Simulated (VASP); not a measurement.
# BaHfO3 in VASP: a series of runs, part 2 of 2

VASP 6.6.1. Earlier steps stand in the parts before.

## (5) Relaxation of cell and atoms, PBE

This run uses another cell than the first one, of 14.50 Å³/atom, 1.161 times its volume.

The input, INCAR:

```
PREC = Accurate
ENCUT = 600
EDIFF = 1E-6
ISMEAR = 0
SIGMA = 0.01
LREAL = False
LASPH = True
NELM = 80
ALGO = Normal
ISIF = 3
LWAVE = False
LCHARG = False
GGA = PE
IBRION = 2
NSW = 80
EDIFFG = -0.05
```

The input, KPOINTS:

```
Automatic mesh
0
Gamma
  6 6 6
```

The input, POSCAR:

```
BaHfO3
1.0
    4.1695670000      0.0000000000      0.0000000000
    0.0000000000      4.1695670000      0.0000000000
    0.0000000000      0.0000000000      4.1703770000
Ba Hf O
1 1 3
Direct
    0.5000000000      0.5000000000      0.9964250000
    0.0000000000      0.0000000000      0.4978750000
    0.0000000000      0.5000000000      0.4988900000
    0.5000000000      0.0000000000      0.4988900000
    0.0000000000      0.0000000000      0.9979410000
```

Command:

```console
$ cat potpaw_PBE.64/Ba_sv/POTCAR potpaw_PBE.64/Hf_pv/POTCAR potpaw_PBE.64/O/POTCAR > POTCAR
$ mpirun -np 1 vasp_std > vasp.out
```

Wall time 2.6 min (1 thread of Intel Xeon Platinum 8488C (Sapphire Rapids), shared host); peak memory 0.28 GiB.

The run converged. Its results:

| Property | Result |
| --- | --- |
| Free energy | -43.5630 eV |
| Relaxed volume | 14.82 Å³/atom |
| Relaxed cell | a = 4.200 Å, b = 4.200 Å, c = 4.200 Å, α = 90.00°, β = 90.00°, γ = 90.00° |
| Space group after relaxing (to 0.05 Å) | Pm-3m (No. 221) |
| Energy gained by relaxing | 3.5 meV/atom |
| Ionic steps | 3 |
| Pressure after relaxing | -0.1 GPa |
| Largest force after relaxing | 0.018 eV/Å |
| Band gap on the k mesh | 3.54 eV, indirect (least direct gap 3.78 eV) |

Forces on the atoms (eV/Å):
```
Ba   0.000  0.000  0.018
Hf   0.000  0.000 -0.007
O    0.000  0.000 -0.011
O    0.000  0.000 -0.011
O    0.000  0.000  0.011
```

Step by step:
```
step  energy change (eV)  largest force (eV/Å)  pressure (GPa)  volume (Å³)
   1              0.0000                0.0245            3.59        72.50
   2              0.0053                0.0121           -3.75        75.97
   3             -0.0174                0.0182           -0.09        74.09
```

Final structure:
```
Ba Hf O
1.0
     4.19991    0.00000    0.00000
     0.00000    4.19991    0.00000
     0.00000    0.00000    4.20031
Ba Hf O
1 1 3
Direct
  0.50000 0.50000 0.99656
  0.00000 0.00000 0.49779
  0.00000 0.50000 0.49881
  0.50000 0.00000 0.49881
  0.00000 0.00000 0.99805
```

Levels at points of the mesh, in eV from the valence-band top:
| k point | band 15 | band 16 | band 17 | band 18 | band 19 | band 20 | band 21 | band 22 | band 23 |
| --- | --- | --- | --- | --- | --- | --- | --- | --- | --- |
| (0.00, 0.00, 0.00) | -0.95 | -0.95 | -0.24 | -0.24 | -0.24 | 3.54 | 3.54 | 3.54 | 4.67 |
| (0.50, 0.00, 0.00) | -1.70 | -1.69 | -1.64 | -0.55 | -0.55 | 4.09 | 6.23 | 6.23 | 6.43 |
| (0.50, 0.50, 0.00) | -2.36 | -1.06 | -0.93 | -0.93 | -0.08 | 6.13 | 6.13 | 6.48 | 6.83 |
| (0.00, 0.00, 0.50) | -1.69 | -1.69 | -1.64 | -0.55 | -0.55 | 4.09 | 6.23 | 6.23 | 6.43 |
| (0.50, 0.00, 0.50) | -2.36 | -1.06 | -0.93 | -0.93 | -0.08 | 6.13 | 6.13 | 6.48 | 6.83 |
| (0.50, 0.50, 0.50) | -2.51 | -2.51 | 0.00 | 0.00 | 0.00 | 5.95 | 5.95 | 5.96 | 7.66 |

Caveat: spin-orbit coupling is left out, which moves the levels of the heavy elements; the relaxation stopped at a loose force limit of 0.05 eV/Å, so its end isn't a converged minimum.

## (6) Relaxation of cell and atoms, PBE, target pressure 10 GPa, at which the enthalpy is minimised

This run uses another cell than the first one, of 14.50 Å³/atom, 1.161 times its volume.

The input, INCAR:

```
ALGO     = Normal         # electronic algorithm
EDIFF    = 1E-6           # SCF threshold, eV
EDIFFG   = -0.05          # ionic threshold
ENCUT    = 600            # plane-wave cutoff, eV
GGA      = PE             # functional
IBRION   = 2              # ionic algorithm
ISIF     = 3              # what is computed and relaxed
ISMEAR   = 0              # smearing method
LASPH    = T              # aspherical terms in the spheres
LCHARG   = F              # write CHGCAR
LREAL    = F              # projectors in reciprocal space
LWAVE    = F              # write WAVECAR
NELM     = 60             # most SCF steps
NSW      = 80             # ionic steps
PREC     = Accurate       # precision mode
PSTRESS  = 100.0        
SIGMA    = 0.01           # smearing width, eV
```

The input, KPOINTS:

```
k-points
0
Gamma
  6 6 6
```

POSCAR is that of step 5.

Potentials or basis: VASP PAW PBE potentials, release 64 (Ba_sv, Hf_pv, O).

Command:

```console
$ cat potpaw_PBE.64/Ba_sv/POTCAR potpaw_PBE.64/Hf_pv/POTCAR potpaw_PBE.64/O/POTCAR > POTCAR
$ mpirun -np 1 vasp_std > vasp.out
```

Wall time 3.1 min (1 thread of Intel Xeon Platinum 8488C (Sapphire Rapids), shared host); peak memory 0.27 GiB.

The run converged. Its results:

- Free energy: -43.4459 eV
- Relaxed volume: 14.02 Å³/atom
- Relaxed cell: a = 4.123 Å, b = 4.123 Å, c = 4.124 Å, α = 90.00°, β = 90.00°, γ = 90.00°
- Space group after relaxing (to 0.05 Å): Pm-3m (No. 221)
- Energy change on relaxing (the enthalpy is what falls): +20.0 meV/atom
- Ionic steps: 3
- Pressure after relaxing: 10.0 GPa
- Largest force after relaxing: 0.028 eV/Å
- Band gap on the k mesh: 3.65 eV, indirect (least direct gap 3.83 eV)

Forces in eV/Å, atoms in the order of the input:
```
Ba   0.000  0.000  0.028
Hf   0.000  0.000 -0.012
O    0.000  0.000 -0.013
O    0.000  0.000 -0.013
O    0.000  0.000  0.010
```

The path:
| step | energy change (eV) | largest force (eV/Å) | pressure (GPa) | volume (Å³) |
| --- | --- | --- | --- | --- |
| 1 | 0.0000 | 0.0245 | 3.59 | 72.50 |
| 2 | 0.4380 | 0.0312 | 21.47 | 66.59 |
| 3 | 0.0998 | 0.0278 | 9.96 | 70.10 |

Final structure:
```
Ba Hf O
1.0
     4.12308    0.00000    0.00000
     0.00000    4.12308    0.00000
     0.00000    0.00000    4.12352
Ba Hf O
1 1 3
Cartesian
  2.0615 2.0615 4.1092
  0.0000 0.0000 2.0527
  0.0000 2.0615 2.0569
  2.0615 4.1231 2.0569
  0.0000 0.0000 4.1154
```

Levels at points of the mesh, in eV from the valence-band top:
```csv
k point,band 15,band 16,band 17,band 18,band 19,band 20,band 21,band 22,band 23
"(0.00, 0.00, 0.00)",-1.03,-1.03,-0.17,-0.17,-0.17,3.65,3.65,3.65,4.74
"(0.50, 0.00, 0.00)",-1.79,-1.77,-1.76,-0.48,-0.48,4.26,6.61,6.61,6.64
"(0.50, 0.50, 0.00)",-2.54,-0.93,-0.92,-0.92,-0.08,6.49,6.49,6.82,7.09
"(0.00, 0.00, 0.50)",-1.78,-1.77,-1.77,-0.48,-0.48,4.26,6.61,6.61,6.64
"(0.50, 0.00, 0.50)",-2.54,-0.93,-0.92,-0.92,-0.08,6.49,6.49,6.82,7.09
"(0.50, 0.50, 0.50)",-2.53,-2.53,0.00,0.00,0.00,6.18,6.18,6.18,8.16
```

Caveat: the cell is relaxed towards a set pressure, so the enthalpy falls and the energy may rise; spin-orbit coupling is left out, which moves the levels of the heavy elements; the relaxation stopped at a loose force limit of 0.05 eV/Å, so its end isn't a converged minimum. A k mesh can miss the band edges.

## (7) Relaxation of cell and atoms, PBE, target pressure 20 GPa, at which the enthalpy is minimised

This run uses another cell than the first one, of 14.50 Å³/atom, 1.161 times its volume.

The input, INCAR:

```
SYSTEM = BaHfO3
  ALGO = Normal
  EDIFF = 1E-6
  EDIFFG = -0.05
  ENCUT = 600
  GGA = PE
  IBRION = 2
  ISIF = 3
  ISMEAR = 0
  LASPH = .True.
  LCHARG = .False.
  LREAL = .False.
  LWAVE = .False.
  NELM = 100
  NSW = 80
  PREC = Accurate
  PSTRESS = 200.0
  SIGMA = 0.01
```

The input, KPOINTS:

```
k-points
0
Gamma
  6 6 6
  0 0 0
```

POSCAR is that of step 6.

Command:

```console
$ cat potpaw_PBE.64/Ba_sv/POTCAR potpaw_PBE.64/Hf_pv/POTCAR potpaw_PBE.64/O/POTCAR > POTCAR
$ mpirun -np 1 vasp_std > vasp.out
```

Wall time 4.5 min (1 thread of Intel Xeon Platinum 8488C (Sapphire Rapids), shared host); peak memory 0.27 GiB.

It converged, with:

```yaml
Free_energy: -43.1641 eV
Relaxed_volume: 13.41 Å³/atom
Relaxed_cell: a = 4.062 Å, b = 4.062 Å, c = 4.062 Å, α = 90.00°, β = 90.00°, γ = 90.00°
Space_group_after_relaxing_to_0.05_Å: Pm-3m (No. 221)
Energy_change_on_relaxing_the_enthalpy_is_what_falls: +76.3 meV/atom
Ionic_steps: 4
Pressure_after_relaxing: 19.8 GPa
Largest_force_after_relaxing: 0.037 eV/Å
Band_gap_on_the_k_mesh: 3.73 eV, indirect (least direct gap 3.84 eV)
```

Forces in eV/Å, atoms in the order of the input:
```
Ba   0.000  0.000  0.037
Hf   0.000  0.000 -0.018
O    0.000  0.000 -0.014
O    0.000  0.000 -0.014
O    0.000  0.000  0.010
```

Step by step:
```
step  energy change (eV)  largest force (eV/Å)  pressure (GPa)  volume (Å³)
   1              0.0000                0.0245            3.59        72.50
   2              2.6727                0.0591           67.06        58.01
   3              0.3573                0.0363           19.14        67.23
   4              0.3816                0.0368           19.82        67.03
```

Final structure:
```
Ba Hf O
1.0
     4.06192    0.00000    0.00000
     0.00000    4.06192    0.00000
     0.00000    0.00000    4.06238
Ba Hf O
1 1 3
Direct
  0.50000 0.50000 0.99651
  0.00000 0.00000 0.49782
  0.00000 0.50000 0.49884
  0.50000 0.00000 0.49884
  0.00000 0.00000 0.99801
```

Levels at points of the mesh, in eV from the valence-band top:
```tsv
k point	band 17	band 18	band 19	band 20	band 21	band 22
(0.00, 0.00, 0.00)	-0.11	-0.11	-0.11	3.73	3.73	3.73
(0.50, 0.00, 0.00)	-1.83	-0.40	-0.40	4.39	6.81	6.92
(0.50, 0.50, 0.00)	-0.90	-0.81	-0.09	6.78	6.78	7.10
(0.00, 0.00, 0.50)	-1.83	-0.40	-0.40	4.39	6.81	6.92
(0.50, 0.00, 0.50)	-0.90	-0.81	-0.09	6.78	6.79	7.10
(0.50, 0.50, 0.50)	0.00	0.00	0.00	6.37	6.37	6.37
```

Caveat: the cell is relaxed towards a set pressure, so the enthalpy falls and the energy may rise; spin-orbit coupling is left out, which moves the levels of the heavy elements; the relaxation stopped at a loose force limit of 0.05 eV/Å, so its end isn't a converged minimum. Expect the measured gap to be larger: semilocal functionals such as PBE lack the derivative discontinuity.

## (8) Overview

```csv
task,cell,cutoff (eV),gap on the mesh (eV),pressure (GPa),largest force (eV/Å)
single point,"a = 3.967 Å, 5 atoms",520,3.81,40.0,-
single point,"a = 4.127 Å, 5 atoms",520,3.64,9.5,-
single point,"a = 4.206 Å, 5 atoms",520,3.54,-0.6,-
relaxation of cell and atoms,"relaxed from a = 4.170, b = 4.170, c = 4.170 Å, 5 atoms",600,3.54,-0.1,0.02
relaxation of cell and atoms,"relaxed to 10 GPa from a = 4.170, b = 4.170, c = 4.170 Å, 5 atoms",600,3.65,10.0,0.03
relaxation of cell and atoms,"relaxed to 20 GPa from a = 4.170, b = 4.170, c = 4.170 Å, 5 atoms",600,3.73,19.8,0.04
```

Alike in all rows: level PBE; potentials or basis VASP PAW PBE potentials, release 64 (Ba_sv, Hf_pv, O); no spin polarisation; k mesh 6 × 6 × 6; smearing gaussian 0.01 eV.

Caveats: spin-orbit coupling is left out, which moves the levels of the heavy elements; the relaxation stopped at a loose force limit of 0.05 eV/Å, so its end isn't a converged minimum (some runs); the cell is relaxed towards a set pressure, so the enthalpy falls and the energy may rise (some runs).

Total energies depend on the potentials used, so only differences within one code and one set of settings carry meaning.
